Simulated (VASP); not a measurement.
## Ba: electric field gradients with r2SCAN

Ba:

```xyz
1
Lattice="0.0000 3.2327 3.2327 3.2327 0.0000 3.2327 3.2327 3.2327 0.0000" Properties=species:S:1:pos:R:3 pbc="T T T"
Ba    0.0000    0.0000    0.0000
```

This isn't the form of Ba at room conditions, which is bcc.

```
Program                : VASP 6.6.1
Task                   : electric field gradients
Functional             : r2SCAN
Potentials or basis    : VASP PAW PBE potentials, release 64 (Ba_sv)
Cutoff                 : 520 eV
k mesh                 : 9 × 9 × 9
Occupations            : fermi-dirac, width 0.05 eV
Spin                   : no spin polarisation
Dipole correction      : no
Further INCAR settings : ALGO = Normal; EDIFF = 1e-08; NBANDS = 11
```

The pressure is -0.1 GPa, the band gap on the k mesh is zero (bands 5 and 6 overlap by 0.10 eV) and the largest electric field gradient by atom is zero within the noise of the run.

Levels at points of the mesh, in eV from the Fermi level:
```
           k point  band 3  band 4  band 5  band 6  band 7  band 8
(0.00, 0.00, 0.00)  -14.72  -14.72   -2.98    1.89    1.89    1.89
```

Wall time 110 s on 1 thread of Intel(R) Xeon(R) Platinum 8259CL CPU @ 2.50GHz (Skylake/Cascade Lake), on a shared host, peak memory 0.22 GiB.

Caveat: the PAW data sets were made with another functional, which shifts forces and pressure a little; spin-orbit coupling is left out, which moves the levels of the heavy elements.
